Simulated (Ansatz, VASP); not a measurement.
## One calculation of ZnCu4, two programs

```
CELL_PARAMETERS angstrom
2.56651 0.00000 0.00000
0.00000 2.56651 0.00000
0.00000 0.00000 23.25920
ATOMIC_POSITIONS crystal
Zn 0.00000 0.00000 0.34635
Cu 0.50000 0.50000 0.42174
Cu 0.00000 0.00000 0.50000
Cu 0.50000 0.50000 0.57826
Cu 0.00000 0.00000 0.65365
```

Alike in both runs: task single point; functional PBE; k mesh 14 × 14 × 1; occupations fermi-dirac, width 0.1 eV; no spin polarisation.

```csv
,VASP,Ansatz
version,VASP 6.6.1,Ansatz 0.2.0
potentials or method,"VASP PAW PBE potentials, release 64 (Zn, Cu), cutoff 520 eV","all-electron LAPW, scalar-relativistic"
```

|  | VASP | Ansatz | Ansatz less VASP |
| --- | --- | --- | --- |
| rms of the force components (eV/Å) | 0.206 | 0.196 | -0.0103 |

Atom by atom the forces differ by 0.013 eV/Å (rms over components). Ansatz ran all-electron here, and VASP with PAW potentials.
